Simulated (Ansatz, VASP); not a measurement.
SnSe in VASP and in Ansatz

```
CELL_PARAMETERS angstrom
0.00000 3.01000 2.94980
3.01000 0.00000 2.94980
3.01000 3.01000 0.00000
ATOMIC_POSITIONS crystal
Sn 0.00000 0.00000 0.00000
Se 0.50000 0.50000 0.50000
```

Change from the starting cell: zz strain of -2 %.

Alike in both runs: task single point; functional LDA; k mesh 9 × 9 × 9; occupations fermi-dirac, width 0.02 eV; no spin polarisation.

|  | VASP | Ansatz |
| --- | --- | --- |
| version | VASP 6.6.1 | Ansatz 0.2.0 |
| potentials or method | VASP PAW LDA potentials, release 64 (Sn_d, Se), cutoff 520 eV | all-electron LAPW, scalar-relativistic |

|  | VASP | Ansatz | Ansatz less VASP |
| --- | --- | --- | --- |
| pressure (GPa) | -2.1 | -2.2 | -0.10 |
| traceless stress, the component that is largest in VASP (GPa) | 1.71 | 1.69 | -0.015 |

LDA's correlation is that of Perdew and Zunger in VASP and of Perdew and Wang (1992) in Ansatz. Ansatz ran all-electron here, and VASP with PAW potentials.
